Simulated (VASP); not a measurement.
Write the native input for VASP 6.6.1 that does the following.

```
Task                   : relaxation of cell and atoms
Functional             : LDA
Potentials or basis    : VASP PAW LDA potentials, release 64 (As)
Cutoff                 : 600 eV
k mesh                 : 12 × 12 × 10
Occupations            : gaussian, width 0.1 eV
Spin                   : no spin polarisation
Dipole correction      : no
Further INCAR settings : ALGO = Normal; EDIFF = 1e-06; IBRION = 2; EDIFFG = -0.005; NSW = 100; ISIF = 3
```

The structure of As lies in POSCAR:

```
As
1.0
    1.8564569571     -5.3851555206      0.0000000000
    1.8564569571      5.3851555206      0.0000000000
    0.0000000000      0.0000000000      4.2076869844
As
4
Direct
    0.1127064696      0.8872935304      0.0534288460
    0.6127064696      0.3872935304      0.4465711540
    0.8872935304      0.1127064696      0.9465711540
    0.3872935304      0.6127064696      0.5534288460
```

One way to write it, as run:

INCAR

```
ALGO = Normal ; EDIFF = 1E-6
EDIFFG = -0.005 ; ENCUT = 600
GGA = CA ; IBRION = 2
ISIF = 3 ; ISMEAR = 0
LASPH = T ; LCHARG = F
LREAL = F ; LWAVE = F
NELM = 80 ; NSW = 100
PREC = Accurate ; SIGMA = 0.1
```

KPOINTS

```
k-points
0
Gamma
  12 12 10
```

Potentials or basis: VASP PAW LDA potentials, release 64 (As).

Run with:

```bash
$ cat potpaw_LDA.64/As/POTCAR > POTCAR
$ mpirun -np 1 vasp_std > vasp.out
```

It gave:

```json
{
 "Relaxed volume": "21.13 Å³/atom",
 "Relaxed cell": "a = 5.690 Å, b = 5.690 Å, c = 4.225 Å, α = 90.00°, β = 90.00°, γ = 141.83°",
 "Space group after relaxing (to 0.1 Å)": "Cmce (No. 64)",
 "Energy gained by relaxing": "0.3 meV/atom",
 "Ionic steps": "9",
 "Pressure after relaxing": "0.0 GPa",
 "Band gap on the k mesh": "zero (bands 10 and 11 overlap by 0.53 eV)"
}
```

Wall time 21 min on 1 thread of Intel(R) Xeon(R) Platinum 8124M CPU @ 3.00GHz (Skylake/Cascade Lake), with other jobs on the host, peak memory 0.45 GiB.
